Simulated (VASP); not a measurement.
# Si3N4 (Fd-3m) in VASP: relaxation of cell and atoms with r2SCAN

Aim: the relaxation of cell and atoms of Si3N4 with r2SCAN.

Program: VASP 6.6.1. These are calculated values, not measurements. Logs are shortened: lines on timing, memory, paths and dates and some standing lists are left out, and cuts for length are marked.

## (1) The cell of the first run

It takes space group Fd-3m (No. 227, cubic). The conventional cell has a = 7.676 Å, b = 7.676 Å, c = 7.676 Å, α = 90.00°, β = 90.00°, γ = 90.00°. Within 2.5 Å of Si (site symmetry -3m) lie 6 N at 1.86 Å. Within 2.3 Å of Si (site symmetry -43m) lie 4 N at 1.76 Å. N (site symmetry 3m) has 4 Si at 1.76 to 1.86 Å within 2.3 Å.

## (2) Relaxation of cell and atoms, r2SCAN

POSCAR reads:

```
Si3N4
1.0
    0.0000000000      3.8382500000      3.8382500000
    3.8382500000      0.0000000000      3.8382500000
    3.8382500000      3.8382500000      0.0000000000
Si N
6 8
Direct
    0.6250000000      0.6250000000      0.6250000000
    0.1250000000      0.6250000000      0.6250000000
    0.6250000000      0.6250000000      0.1250000000
    0.6250000000      0.1250000000      0.6250000000
    0.0000000000      0.0000000000      0.0000000000
    0.2500000000      0.2500000000      0.2500000000
    0.3824000000      0.3824000000      0.3824000000
    0.3972000000      0.8676000000      0.8676000000
    0.3824000000      0.3824000000      0.8528000000
    0.8676000000      0.3972000000      0.8676000000
    0.8528000000      0.3824000000      0.3824000000
    0.8676000000      0.8676000000      0.8676000000
    0.3824000000      0.8528000000      0.3824000000
    0.8676000000      0.8676000000      0.3972000000
```

INCAR.step1 reads:

```
SYSTEM = Si3N4
PREC = Accurate
ENCUT = 660
ISMEAR = 0
SIGMA = 0.01
LREAL = .False.
LASPH = .True.
NELM = 120
GGA = PE
ALGO = Normal
EDIFF = 1E-5
LWAVE = .True.
LCHARG = .False.
GGA_COMPAT = .False.
IBRION = 2
ISIF = 3
EDIFFG = -0.005
NELMIN = 4
NSW = 100
```

INCAR.step2 reads:

```
SYSTEM = Si3N4
PREC = Accurate
ENCUT = 660
EDIFF = 1E-7
ISMEAR = 0
SIGMA = 0.01
LREAL = .False.
LASPH = .True.
NELM = 120
ALGO = Normal
ISIF = 3
LWAVE = .False.
LCHARG = .False.
METAGGA = R2SCAN
LMIXTAU = .True.
IBRION = 2
NSW = 80
EDIFFG = -0.002
ISTART = 1
GGA_COMPAT = .False.
NELMIN = 4
```

KPOINTS reads:

```
regular mesh
0
Gamma
  6 6 6
  0 0 0
```

Potentials or basis: VASP PAW PBE potentials, release 64 (Si, N).

On the command line:

```console
$ cat potpaw_PBE.64/Si/POTCAR potpaw_PBE.64/N/POTCAR > POTCAR
$ cp INCAR.step1 INCAR
$ mpirun -np 1 vasp_std > vasp.out
$ cp INCAR.step2 INCAR
$ mpirun -np 1 vasp_std > vasp.out
```

OUTCAR:

```text
SYSTEM = Si3N4
   PREC = Accurate
   ENCUT = 660
   EDIFF = 1E-7
   ISMEAR = 0
   LREAL = .False.
   LASPH = .True.
   NELM = 120
   ISIF = 3
   METAGGA = R2SCAN
   IBRION = 2
   NSW = 80
   EDIFFG = -0.002
   ISTART = 1
   NELMIN = 4

 ion  position               nearest neighbor table
   1  0.625  0.625  0.625-   8 1.86  10 1.86  11 1.86  13 1.86   9 1.86  14 1.86   2 2.71   3 2.71
                             4 2.71   3 2.71   4 2.71   2 2.71
   2  0.125  0.625  0.625-   9 1.86  14 1.86  13 1.86  10 1.86   7 1.86  12 1.86   1 2.71   3 2.71
                             4 2.71   1 2.71   3 2.71   4 2.71
   3  0.625  0.625  0.125-   8 1.86  10 1.86  11 1.86  13 1.86  12 1.86   7 1.86   1 2.71   1 2.71
                             2 2.71   4 2.71   4 2.71   2 2.71
   4  0.625  0.125  0.625-   9 1.86  14 1.86  11 1.86   8 1.86  12 1.86   7 1.86   1 2.71   3 2.71
                             1 2.71   2 2.71   3 2.71   2 2.71
   5  0.000  0.000  0.000-  12 1.76  10 1.76   8 1.76  14 1.76
   6  0.250  0.250  0.250-   7 1.76   9 1.76  11 1.76  13 1.76
   7  0.382  0.382  0.382-   6 1.76   4 1.86   2 1.86   3 1.86
   8  0.397  0.868  0.868-   5 1.76   3 1.86   4 1.86   1 1.86
   9  0.382  0.382  0.853-   6 1.76   4 1.86   2 1.86   1 1.86
  10  0.868  0.397  0.868-   5 1.76   3 1.86   2 1.86   1 1.86
  11  0.853  0.382  0.382-   6 1.76   3 1.86   4 1.86   1 1.86
  12  0.868  0.868  0.868-   5 1.76   4 1.86   2 1.86   3 1.86
  13  0.382  0.853  0.382-   6 1.76   3 1.86   2 1.86   1 1.86
  14  0.868  0.868  0.397-   5 1.76   4 1.86   2 1.86   1 1.86

  LATTYP: Found a face centered cubic cell.
 ALAT       =     7.6765000000

  Lattice vectors:

 A1 = (   0.0000000000,   3.8382500000,   3.8382500000)
 A2 = (   3.8382500000,   0.0000000000,   3.8382500000)
 A3 = (   3.8382500000,   3.8382500000,   0.0000000000)

Analysis of symmetry for initial positions (statically):
=====================================================================
 Subroutine PRICEL returns:
 Original cell was already a primitive cell.

 Routine SETGRP: Setting up the symmetry group for a
 face centered cubic supercell.

 Subroutine GETGRP returns: Found 48 space group operations
 (whereof 24 operations were pure point group operations)
 out of a pool of 48 trial point group operations.

The static configuration has the point symmetry T_d .
 The point group associated with its full space group is O_h .

Analysis of symmetry for dynamics (positions and initial velocities):
=====================================================================
 Subroutine PRICEL returns:
 Original cell was already a primitive cell.

 Routine SETGRP: Setting up the symmetry group for a
 face centered cubic supercell.

 Subroutine GETGRP returns: Found 48 space group operations
 (whereof 24 operations were pure point group operations)
 out of a pool of 48 trial point group operations.

[... 111 lines left out ...]
   LNONCOLLINEAR =      F non collinear calculations
   LSORBIT =      F    spin-orbit coupling
   LASPH  =      T    aspherical Exc in radial PAW
   ENCUT  =  660.0 eV  48.51 Ry    6.96 a.u.  11.37 11.37 11.37*2*pi/ulx,y,z
   NELM   =    120;   NELMIN=  4; NELMDL=  0     # of ELM steps
   EDIFF  = 0.1E-06   stopping-criterion for ELM
   LREAL  =      F    real-space projection
   EDIFFG = -.2E-02   stopping-criterion for IOM
   NSW    =     80    number of steps for IOM
   IBRION =      2    ionic relax: 0-MD 1-quasi-New 2-CG
   NFREE  =      1    steps in history (QN), initial steepest desc. (CG)
   ISIF   =      3    stress and relaxation
   ISYM   =      2    0-nonsym 1-usesym 2-fastsym
   POTIM  = 0.5000    time-step for ionic-motion
   TEBEG  =    0.0;   TEEND  =   0.0 temperature during run
   PSTRESS=    0.0 pullay stress
   NELECT =      64.0000    total number of electrons
   NUPDOWN=      -1.0000    fix difference up-down
   EMIN   =  10.00;   EMAX   =-10.00  energy-range for DOS
   EFERMI =   0.00;   METHOD = LEGACY
   ISMEAR =     0;   SIGMA  =   0.01  broadening in eV -4-tet -1-fermi 0-gaus
   EFERMI_NEDOS =   21; number of points for ismear=-14 and -15
   IALGO  =     38    algorithm
   IMIX   =      4    mixing-type and parameters
     AMIX     =   0.40;   BMIX     =  1.00
     AMIX_MAG =   1.60;   BMIX_MAG =  1.00
  volume/ion in A,a.u.               =       8.08        54.51
  Fermi-wavevector in a.u.,A,eV,Ry     =   1.354123  2.558922 24.948324  1.833650
  Thomas-Fermi vector in A             =   2.481321
   LORBIT       =      0    0 simple, 1 ext, 2 COOP (PROOUT), +10 PAW based schemes
   METAGGA = R2SCAN    functional components
   LHFCALC =     F    Hartree Fock is set to
   AEXX    =    0.0000 exact exchange contribution
   IVDW    =     0    specifies the selected vdW correction
   LEPSILON=     F    determine dielectric tensor
   LRPA    =     F    only Hartree local field effects (RPA)
 conjugate gradient relaxation of ions
 non-spin polarized calculation
 Gauss-broadening in eV      SIGMA  =   0.01
  energy-cutoff  :      660.00
  volume of cell :      113.09
 maximum number of plane-waves:      4376
 NGX is ok and might be reduce to    48
   NGX = 23   NGY = 23   NGZ = 23

--------------------------------------- Ionic step        1  -------------------------------------------

 number of electron      64.0000003 magnetization

 Free energy of the ion-electron system (eV)
  ---------------------------------------------------
  ext. energy  EPLUGINS =         0.00000000
  ---------------------------------------------------
  free energy    TOTEN  =      -141.76686137 eV

  energy without entropy =     -141.76686137  energy(sigma->0) =     -141.76686137

------------------------ aborting loop because EDIFF is reached ----------------------------------------

  FORCE on cell =-STRESS in cart. coord.  units (eV):
  Direction    XX          YY          ZZ          XY          YZ          ZX
  --------------------------------------------------------------------------------------
  -------------------------------------------------------------------------------------
  Total        5.1990152      5.1990152      5.1990152     -0.0000000     -0.0000000      0.0000000
  in kB       73.6549437     73.6549437     73.6549437     -0.0000000     -0.0000000      0.0000000
  external PRESSURE =      73.6549437 kB  Pullay stress =       0.0000000 kB
[... 371 lines left out ...]
--------------------------------------- Ionic step        9  -------------------------------------------

 number of electron      64.0000000 magnetization

 Free energy of the ion-electron system (eV)
  ---------------------------------------------------
  ext. energy  EPLUGINS =         0.00000000
  ---------------------------------------------------
  free energy    TOTEN  =      -141.82311774 eV

  energy without entropy =     -141.82311774  energy(sigma->0) =     -141.82311774

 E-fermi :   9.2770     XC(G=0): -12.9436

 val. band max:        9.1661181973   @ k =  -0.1667   0.1667   0.0000
 cond. band min:      13.1900106255   @ k =   0.0000   0.0000   0.0000
 fundamental gap:      4.0238924282
 Fermi energy:         9.2770121756

 k-point     1 :       0.0000    0.0000    0.0000
  band No.  band energies     occupation
      1     -10.7019      2.00000
      2      -7.3303      2.00000
      3      -6.4038      2.00000
      4      -6.4038      2.00000
      5      -6.4038      2.00000
      6      -5.3887      2.00000
[... 718 lines left out ...]
  FREE ENERGIE OF THE ION-ELECTRON SYSTEM (eV)
  ---------------------------------------------------
  free  energy   TOTEN  =      -141.8231177433 eV

  energy  without entropy=     -141.8231177433  energy(sigma->0) =     -141.82311774

 reached required accuracy - stopping structural energy minimisation
```

OUTCAR.step1:

```text
SYSTEM = Si3N4
   PREC = Accurate
   ENCUT = 660
   ISMEAR = 0
   LREAL = .False.
   LASPH = .True.
   NELM = 120
   GGA = PE
   EDIFF = 1E-5
   IBRION = 2
   ISIF = 3
   EDIFFG = -0.005
[... 478 lines left out ...]
 cond. band min:      12.4467161009   @ k =   0.0000   0.0000   0.0000
 fundamental gap:      3.3369256644
 Fermi energy:         9.2055703094

 k-point     1 :       0.0000    0.0000    0.0000
  band No.  band energies     occupation
      1      -9.6628      2.00000
      2      -6.3877      2.00000
      3      -5.4661      2.00000
      4      -5.4661      2.00000
      5      -5.4661      2.00000
      6      -4.5032      2.00000
[... 718 lines left out ...]
  FREE ENERGIE OF THE ION-ELECTRON SYSTEM (eV)
  ---------------------------------------------------
  free  energy   TOTEN  =      -112.5025229674 eV

  energy  without entropy=     -112.5025229674  energy(sigma->0) =     -112.50252297

 reached required accuracy - stopping structural energy minimisation
```

OSZICAR.step1:

```text
N       E                     dE             d eps       ncg     rms          rms(c)
DAV:   1     0.340832952777E+03    0.34083E+03   -0.38511E+04  1280   0.185E+03
DAV:   2    -0.102855476245E+03   -0.44369E+03   -0.42535E+03  1656   0.377E+02
DAV:   3    -0.125444984771E+03   -0.22590E+02   -0.22422E+02  1544   0.989E+01
[... 41 lines left out ...]
   5 F= -.11250107E+03 E0= -.11250107E+03  d E =-.478308E-03
       N       E                     dE             d eps       ncg     rms          rms(c)
DAV:   1    -0.112502546827E+03   -0.14780E-02   -0.26164E-01  1328   0.288E+00    0.177E-01
DAV:   2    -0.112502628417E+03   -0.81590E-04   -0.56158E-03  1536   0.421E-01    0.654E-02
DAV:   3    -0.112502522681E+03    0.10574E-03   -0.34893E-04  1520   0.110E-01    0.292E-02
DAV:   4    -0.112502522967E+03   -0.28609E-06   -0.85191E-05  1384   0.463E-02
   6 F= -.11250252E+03 E0= -.11250252E+03  d E =-.192969E-02
```

It took 26 min on 1 thread of Intel Xeon 6975P-C (Granite Rapids), shared host; peak memory 0.4 GiB.

What came out:

```
Free energy                           : -141.8231 eV
Relaxed volume                        : 8.26 Å³/atom
Relaxed cell                          : a = 5.468 Å, b = 5.468 Å, c = 5.468 Å, α = 60.00°, β = 60.00°, γ = 60.00°
Space group after relaxing (to 0.1 Å) : Fd-3m (No. 227)
Energy gained by relaxing             : 4.0 meV/atom
Ionic steps                           : 9
Pressure after relaxing               : 0.0 GPa
Band gap on the k mesh                : 4.02 eV (least direct gap 4.05 eV)
```

The path:
```csv
step,energy change (eV),largest force (eV/Å),pressure (GPa),volume (Å³)
1,0.0000,0.0823,7.37,113.09
2,0.0644,0.2989,-9.75,119.28
3,-0.0557,0.0813,-0.01,115.55
4,-0.0557,0.0782,0.13,115.50
5,-0.0557,0.0828,0.00,115.60
6,-0.0562,0.0019,0.06,115.55
7,-0.0562,0.0005,0.06,115.55
8,-0.0563,0.0023,-0.06,115.59
9,-0.0563,0.0013,-0.02,115.58
```

Final structure:
```xyz
14
Lattice="0.0000 3.8662 3.8662 3.8662 0.0000 3.8662 3.8662 3.8662 0.0000" Properties=species:S:1:pos:R:3 pbc="T T T"
Si    4.8327    4.8327    4.8327
Si    4.8327    2.8996    2.8996
Si    2.8996    2.8996    4.8327
Si    2.8996    4.8327    2.8996
Si    0.0000    0.0000    0.0000
Si    1.9331    1.9331    1.9331
N     2.9568    2.9568    2.9568
N     6.7086    4.8899    4.8899
N     4.7755    4.7755    2.9568
N     4.8899    6.7086    4.8899
N     2.9568    4.7755    4.7755
N     6.7086    6.7086    6.7086
N     4.7755    2.9568    4.7755
N     4.8899    4.8899    6.7086
```

Caveat: the PAW data sets were made with another functional, which shifts forces and pressure a little. r2SCAN opens gaps a little over a GGA but as a rule still falls short of measured ones.
